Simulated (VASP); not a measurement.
# TiSi2 (Fddd) in VASP: single point with LDA

Aim: the single point of TiSi2 with LDA.

All numbers are computed with VASP 6.6.1; they aren't measurements. Logs are shortened: lines on timing, memory, paths and dates and some standing lists are left out, and cuts for length are marked.

## Step 1: The cell of the first run

Symmetry: Fddd, No. 70, orthorhombic system. The conventional cell has a = 4.808 Å, b = 8.272 Å, c = 8.556 Å, α = 90.00°, β = 90.00°, γ = 90.00°. Within 3.4 Å of Ti (site symmetry 222) lie 10 Si at 2.56 to 2.79 Å and 4 Ti at 3.21 Å. Si (site symmetry 2) has 9 Si at 2.53 to 3.21 Å and 5 Ti at 2.56 to 2.79 Å within 3.3 Å.

## Step 2: Single point, LDA

File INCAR:

```
PREC = Accurate
ENCUT = 500
EDIFF = 1E-6
ISMEAR = 1
SIGMA = 0.1
LREAL = Auto
LASPH = True
NELM = 120
ALGO = Normal
ISIF = 2
LWAVE = False
LCHARG = False
NBANDS = 190
GGA_COMPAT = False
```

File KPOINTS:

```
Automatic mesh
0
Gamma
  2 2 2
```

File POSCAR:

```
TiSi2
1.0
    4.8081252016      8.2721766613      0.0000000000
    4.8081252016     -8.2721766613      0.0000000000
   -4.8081252016      0.0000000000     -8.5559772700
Ti Si
16 32
Direct
    0.2500000000      0.2500000000      0.0000000000
    0.3750000000      0.1250000000      0.2500000000
    0.2500000000      0.2500000000      0.5000000000
    0.3750000000      0.1250000000      0.7500000000
    0.2500000000      0.7500000000      0.0000000000
    0.3750000000      0.6250000000      0.2500000000
    0.2500000000      0.7500000000      0.5000000000
    0.3750000000      0.6250000000      0.7500000000
    0.7500000000      0.2500000000      0.0000000000
    0.8750000000      0.1250000000      0.2500000000
    0.7500000000      0.2500000000      0.5000000000
    0.8750000000      0.1250000000      0.7500000000
    0.7500000000      0.7500000000      0.0000000000
    0.8750000000      0.6250000000      0.2500000000
    0.7500000000      0.7500000000      0.5000000000
    0.8750000000      0.6250000000      0.7500000000
    0.4183743438      0.0816256562      0.0000000000
    0.0816256562      0.4183743438      0.0000000000
    0.0433743438      0.4566256562      0.2500000000
    0.2066256562      0.2933743438      0.2500000000
    0.4183743438      0.0816256562      0.5000000000
    0.0816256562      0.4183743438      0.5000000000
    0.0433743438      0.4566256562      0.7500000000
    0.2066256562      0.2933743438      0.7500000000
    0.4183743438      0.5816256561      0.0000000000
    0.0816256562      0.9183743438      0.0000000000
    0.0433743438      0.9566256562      0.2500000000
    0.2066256562      0.7933743439      0.2500000000
    0.4183743438      0.5816256561      0.5000000000
    0.0816256562      0.9183743438      0.5000000000
    0.0433743438      0.9566256562      0.7500000000
    0.2066256562      0.7933743439      0.7500000000
    0.9183743438      0.0816256562      0.0000000000
    0.5816256561      0.4183743438      0.0000000000
    0.5433743439      0.4566256562      0.2500000000
    0.7066256561      0.2933743438      0.2500000000
    0.9183743438      0.0816256562      0.5000000000
    0.5816256561      0.4183743438      0.5000000000
    0.5433743439      0.4566256562      0.7500000000
    0.7066256561      0.2933743438      0.7500000000
    0.9183743438      0.5816256561      0.0000000000
    0.5816256561      0.9183743438      0.0000000000
    0.5433743439      0.9566256562      0.2500000000
    0.7066256561      0.7933743439      0.2500000000
    0.9183743438      0.5816256561      0.5000000000
    0.5816256561      0.9183743438      0.5000000000
    0.5433743439      0.9566256562      0.7500000000
    0.7066256561      0.7933743439      0.7500000000
```

Potentials or basis: VASP PAW LDA potentials, release 64 (Ti_sv, Si).

The run is started by

```
cat potpaw_LDA.64/Ti_sv/POTCAR potpaw_LDA.64/Si/POTCAR > POTCAR
mpirun -np 1 vasp_std > vasp.out
```

OUTCAR:

```text
PREC = Accurate
   ENCUT = 500
   EDIFF = 1E-6
   ISMEAR = 1
   LREAL = Auto
   LASPH = True
   NELM = 120
   ISIF = 2

 ion  position               nearest neighbor table
   1  0.250  0.250  0.000-  20 2.56  24 2.56  31 2.56  35 2.56  34 2.76  25 2.76  26 2.76  33 2.76
                            17 2.79  18 2.79
   2  0.375  0.125  0.250-  17 2.56  21 2.56  26 2.56  38 2.56  36 2.76  28 2.76  27 2.76  35 2.76
                            20 2.79  43 2.79
   3  0.250  0.250  0.500-  20 2.56  24 2.56  27 2.56  39 2.56  38 2.76  29 2.76  30 2.76  37 2.76
                            22 2.79  21 2.79
   4  0.375  0.125  0.750-  17 2.56  21 2.56  30 2.56  34 2.56  32 2.76  40 2.76  31 2.76  39 2.76
                            24 2.79  47 2.79
   5  0.250  0.750  0.000-  23 2.56  28 2.56  32 2.56  43 2.56  42 2.76  18 2.76  17 2.76  41 2.76
                            26 2.79  25 2.79
   6  0.375  0.625  0.250-  18 2.56  25 2.56  46 2.56  29 2.56  44 2.76  19 2.76  20 2.76  43 2.76
                            35 2.79  28 2.79
   7  0.250  0.750  0.500-  19 2.56  32 2.56  28 2.56  47 2.56  46 2.76  21 2.76  22 2.76  45 2.76
                            30 2.79  29 2.79
   8  0.375  0.625  0.750-  22 2.56  29 2.56  42 2.56  25 2.56  48 2.76  23 2.76  24 2.76  47 2.76
                            39 2.79  32 2.79
   9  0.750  0.250  0.000-  19 2.56  40 2.56  47 2.56  36 2.56  41 2.76  18 2.76  17 2.76  42 2.76
                            33 2.79  34 2.79
  10  0.875  0.125  0.250-  22 2.56  33 2.56  37 2.56  42 2.56  43 2.76  44 2.76  19 2.76  20 2.76
                            27 2.79  36 2.79
  11  0.750  0.250  0.500-  23 2.56  36 2.56  43 2.56  40 2.56  45 2.76  22 2.76  21 2.76  46 2.76
                            37 2.79  38 2.79
[... 80 lines left out ...]
  Lattice vectors:

 A1 = (   0.0000000000,  -8.2721766613,  -8.5559772700)
 A2 = (   4.8081252016,   0.0000000000,  -8.5559772700)
 A3 = (   4.8081252016,  -8.2721766613,   0.0000000000)

Analysis of symmetry for initial positions (statically):
=====================================================================
 Subroutine PRICEL returns following result:

  LATTYP: Found a face centered orthorhombic cell.
 ALAT       =     4.8081252016
 B/A-ratio  =     1.7204578322
 C/A-ratio  =     1.7794830441

  Lattice vectors:

 A1 = (   0.0000000000,  -4.1360883306,  -4.2779886350)
 A2 = (   2.4040626008,   0.0000000000,  -4.2779886350)
 A3 = (   2.4040626008,  -4.1360883306,   0.0000000000)

   8 primitive cells build up your supercell.

 Routine SETGRP: Setting up the symmetry group for a
 face centered orthorhombic supercell.

 Subroutine GETGRP returns: Found  8 space group operations
 (whereof  4 operations were pure point group operations)
 out of a pool of  8 trial point group operations.

The static configuration has the point symmetry D_2 .
 The point group associated with its full space group is D_2h.

Analysis of symmetry for dynamics (positions and initial velocities):
=====================================================================
 Subroutine PRICEL returns following result:

  LATTYP: Found a face centered orthorhombic cell.
 ALAT       =     4.8081252016
 B/A-ratio  =     1.7204578322
 C/A-ratio  =     1.7794830441

  Lattice vectors:

 A1 = (   0.0000000000,  -4.1360883306,  -4.2779886350)
 A2 = (   2.4040626008,   0.0000000000,  -4.2779886350)
 A3 = (   2.4040626008,  -4.1360883306,   0.0000000000)

   8 primitive cells build up your supercell.

 Routine SETGRP: Setting up the symmetry group for a
 face centered orthorhombic supercell.

 Subroutine GETGRP returns: Found  8 space group operations
 (whereof  4 operations were pure point group operations)
 out of a pool of  8 trial point group operations.

The dynamic configuration has the point symmetry D_2 .
 The point group associated with its full space group is D_2h.

 Subroutine INISYM returns: Found  8 space group operations
 (whereof  4 operations are pure point group operations),
 and found     8 'primitive' translations

----------------------------------------------------------------------------------------

                                     Primitive cell

  volume of cell :      85.0756

  direct lattice vectors                    reciprocal lattice vectors
     0.000000000 -4.136088331 -4.277988635    -0.207981273 -0.120887167 -0.116877356
     2.404062601  0.000000000 -4.277988635     0.207981273  0.120887167 -0.116877356
     2.404062601 -4.136088331  0.000000000     0.207981273 -0.120887167  0.116877356

  length of vectors
     5.950496907  4.907209365  4.784009163     0.267451366  0.267451366  0.267451366

  position of ions in fractional coordinates (direct lattice)
     0.500000000  0.500000000  0.500000000
     0.750000000  0.750000000  0.750000000
     0.163251312  0.836748688  0.163251312
     0.836748688  0.163251312  0.836748688
     0.413251312  0.086748688  0.413251312
     0.086748688  0.413251312  0.086748688

  ion indices of the primitive-cell ions
   primitive index   ion index
                 1           1
                 2           2
                 3          17
                 4          18
                 5          19
                 6          20

----------------------------------------------------------------------------------------

 KPOINTS: Automatic mesh

Automatic generation of k-mesh.
 Grid dimensions read from file:
 generate k-points for:    2    2    2

 Generating k-lattice:

  Cartesian coordinates                     Fractional coordinates (reciprocal lattice)
     0.051995318  0.030221792 -0.029219339     0.500000000  0.000000000 -0.000000000
     0.051995318 -0.030221792 -0.029219339     0.000000000  0.500000000 -0.000000000
     0.000000000  0.000000000 -0.058438678     0.000000000  0.000000000  0.500000000

  Length of vectors
     0.066862842  0.066862842  0.058438678

  Shift w.r.t. Gamma in fractional coordinates (k-lattice)
     0.000000000  0.000000000  0.000000000

 Subroutine IBZKPT returns following result:
 ===========================================

 Found      5 irreducible k-points:

 Following reciprocal coordinates:
            Coordinates               Weight
  0.000000  0.000000  0.000000      1.000000
  0.500000  0.000000 -0.000000      4.000000
  0.500000  0.500000 -0.000000      1.000000
  0.000000  0.000000  0.500000      1.000000
  0.500000  0.500000  0.500000      1.000000
   k-points           NKPTS =      5   k-points in BZ     NKDIM =      5   number of bands    NBANDS=    190
   number of dos      NEDOS =    301   number of ions     NIONS =     48
   total plane-waves  NPLWV = 352800
   dimension x,y,z NGX =    70 NGY =   70 NGZ =   72
   dimension x,y,z NGXF=   140 NGYF=  140 NGZF=  144
   ions per type =              16  32
   NGX,Y,Z   is equivalent  to a cutoff of  12.16, 12.16, 12.20 a.u.
   NGXF,Y,Z  is equivalent  to a cutoff of  24.33, 24.33, 24.39 a.u.
 SYSTEM =  unknown system
   PREC   = accura    normal or accurate (medium, high low for compatibility)
   ISTART =      0    job   : 0-new  1-cont  2-samecut
   ICHARG =      2    charge: 1-file 2-atom 10-const
   ISPIN  =      1    spin polarized calculation?
   LNONCOLLINEAR =      F non collinear calculations
   LSORBIT =      F    spin-orbit coupling
   LASPH  =      T    aspherical Exc in radial PAW
   ENCUT  =  500.0 eV  36.75 Ry    6.06 a.u.  17.44 17.44 17.89*2*pi/ulx,y,z
   NELM   =    120;   NELMIN=  2; NELMDL= -5     # of ELM steps
   EDIFF  = 0.1E-05   stopping-criterion for ELM
   LREAL  =      T    real-space projection
   EDIFFG = 0.1E-04   stopping-criterion for IOM
   NSW    =      0    number of steps for IOM
   IBRION =     -1    ionic relax: 0-MD 1-quasi-New 2-CG
   NFREE  =      0    steps in history (QN), initial steepest desc. (CG)
   ISIF   =      2    stress and relaxation
   ISYM   =      2    0-nonsym 1-usesym 2-fastsym
   POTIM  = 0.5000    time-step for ionic-motion
   TEBEG  =    0.0;   TEEND  =   0.0 temperature during run
   PSTRESS=    0.0 pullay stress
   NELECT =     320.0000    total number of electrons
   NUPDOWN=      -1.0000    fix difference up-down
   EMIN   =  10.00;   EMAX   =-10.00  energy-range for DOS
   EFERMI =   0.00;   METHOD = LEGACY
   ISMEAR =     1;   SIGMA  =   0.10  broadening in eV -4-tet -1-fermi 0-gaus
   EFERMI_NEDOS =   21; number of points for ismear=-14 and -15
   IALGO  =     38    algorithm
   IMIX   =      4    mixing-type and parameters
     AMIX     =   0.40;   BMIX     =  1.00
     AMIX_MAG =   1.60;   BMIX_MAG =  1.00
  volume/ion in A,a.u.               =      14.18        95.69
  Fermi-wavevector in a.u.,A,eV,Ry     =   1.272994  2.405610 22.048435  1.620514
  Thomas-Fermi vector in A             =   2.405842
   LORBIT       =      0    0 simple, 1 ext, 2 COOP (PROOUT), +10 PAW based schemes
   GGA     = CA    functional components
   LHFCALC =     F    Hartree Fock is set to
   AEXX    =    0.0000 exact exchange contribution
   IVDW    =     0    specifies the selected vdW correction
   LEPSILON=     F    determine dielectric tensor
   LRPA    =     F    only Hartree local field effects (RPA)
 non-spin polarized calculation
 Methfessel and Paxton  Order N= 1 SIGMA  =   0.10
  energy-cutoff  :      500.00
  volume of cell :      680.61
 maximum number of plane-waves:     17356
 NGX is ok and might be reduce to    70
   NGX = 35   NGY = 35   NGZ = 35

 number of electron     319.9999990 magnetization

 Free energy of the ion-electron system (eV)
  ---------------------------------------------------
  ext. energy  EPLUGINS =         0.00000000
  ---------------------------------------------------
  free energy    TOTEN  =      -359.36537601 eV

  energy without entropy =     -359.36396613  energy(sigma->0) =     -359.36490605

 E-fermi :   9.9597     XC(G=0): -11.8279

 val. band max:        9.9403733503   @ k =   0.0000   0.0000   0.5000
 cond. band min:      10.0192666009   @ k =   0.5000   0.5000   0.5000
 fundamental gap:      0.0788932506
 Fermi energy:         9.9597066451

 k-point     1 :       0.0000    0.0000    0.0000
  band No.  band energies     occupation
      1     -45.6887      2.00000
      2     -45.6812      2.00000
      3     -45.6812      2.00000
      4     -45.6812      2.00000
      5     -45.6812      2.00000
      6     -45.6742      2.00000
[... 864 lines left out ...]
    171      11.0768     -0.00000
    172      11.0768     -0.00000
 [bands above 172 left out]

------------------------ aborting loop because EDIFF is reached ----------------------------------------

  FORCE on cell =-STRESS in cart. coord.  units (eV):
  Direction    XX          YY          ZZ          XY          YZ          ZX
  --------------------------------------------------------------------------------------
  -------------------------------------------------------------------------------------
  Total      -29.8518986    -23.8562641    -34.6556614      0.0000000      0.0000000      0.0000000
  in kB      -70.2728154    -56.1588015    -81.5811058      0.0000000      0.0000000      0.0000000
  external PRESSURE =     -69.3375743 kB  Pullay stress =       0.0000000 kB

 VOLUME and BASIS-vectors are now :
 -----------------------------------------------------------------------------
  energy-cutoff  :      500.00
  volume of cell :      680.61
      direct lattice vectors                 reciprocal lattice vectors
     4.808125202  8.272176661  0.000000000     0.103990636  0.060443583 -0.058438678
     4.808125202 -8.272176661  0.000000000     0.103990636 -0.060443583 -0.058438678
    -4.808125202  0.000000000 -8.555977270     0.000000000  0.000000000 -0.116877356

 POSITION                                       TOTAL-FORCE (eV/Angst)
 -----------------------------------------------------------------------------------
      2.40406      0.00000      0.00000        -0.000000     -0.000000     -0.000000
      1.20203      2.06804     -2.13899        -0.000000     -0.000000      0.000000
      0.00000      0.00000     -4.27799        -0.000000     -0.000000     -0.000000
     -1.20203      2.06804     -6.41698        -0.000000     -0.000000     -0.000000
      4.80813     -4.13609      0.00000        -0.000000     -0.000000     -0.000000
      3.60609     -2.06804     -2.13899        -0.000000     -0.000000     -0.000000
[... 40 lines left out ...]
      3.60609     -3.41849     -6.41698         0.000000     -0.095228     -0.000000
      3.60609     -0.71760     -6.41698        -0.000000      0.095228      0.000000
 -----------------------------------------------------------------------------------
    total drift:                               -0.000000     -0.000001     -0.000000

  FREE ENERGIE OF THE ION-ELECTRON SYSTEM (eV)
  ---------------------------------------------------
  free  energy   TOTEN  =      -359.3653760129 eV

  energy  without entropy=     -359.3639661290  energy(sigma->0) =     -359.36490605
```

Run time: 38 min. Hardware: 1 thread of Intel Xeon 8259CL, shared host; peak memory 0.72 GiB.

What came out:

```
Free energy            : -359.3654 eV
Pressure               : -6.9 GPa
Largest force          : 0.095 eV/Å
Band gap on the k mesh : zero (bands 160 and 161 overlap by 0.20 eV)
```

Forces in eV/Å, atoms in the order of the input:
```
Ti   0.000  0.000  0.000
Ti   0.000  0.000  0.000
Ti   0.000  0.000  0.000
Ti   0.000  0.000  0.000
Ti   0.000  0.000  0.000
Ti   0.000  0.000  0.000
Ti   0.000  0.000  0.000
Ti   0.000  0.000  0.000
Ti   0.000  0.000  0.000
Ti   0.000  0.000  0.000
Ti   0.000  0.000  0.000
Ti   0.000  0.000  0.000
Ti   0.000  0.000  0.000
Ti   0.000  0.000  0.000
Ti   0.000  0.000  0.000
Ti   0.000  0.000  0.000
Si   0.000 -0.095  0.000
Si   0.000  0.095  0.000
Si   0.000 -0.095  0.000
Si   0.000  0.095  0.000
Si   0.000 -0.095  0.000
Si   0.000  0.095  0.000
Si   0.000 -0.095  0.000
Si   0.000  0.095  0.000
Si   0.000 -0.095  0.000
Si   0.000  0.095  0.000
Si   0.000 -0.095  0.000
Si   0.000  0.095  0.000
Si   0.000 -0.095  0.000
Si   0.000  0.095  0.000
Si   0.000 -0.095  0.000
Si   0.000  0.095  0.000
Si   0.000 -0.095  0.000
Si   0.000  0.095  0.000
Si   0.000 -0.095  0.000
Si   0.000  0.095  0.000
Si   0.000 -0.095  0.000
Si   0.000  0.095  0.000
Si   0.000 -0.095  0.000
Si   0.000  0.095  0.000
Si   0.000 -0.095  0.000
Si   0.000  0.095  0.000
Si   0.000 -0.095  0.000
Si   0.000  0.095  0.000
Si   0.000 -0.095  0.000
Si   0.000  0.095  0.000
Si   0.000 -0.095  0.000
Si   0.000  0.095  0.000
```

Stress tensor (GPa, compression positive):
```
-7.03  0.00  0.00
 0.00 -5.62  0.00
 0.00  0.00 -8.16
```

Caveat: the k points lie up to 0.42 Å⁻¹ apart.

The gap in the log of VASP goes by the Fermi energy; the results here count the filled bands.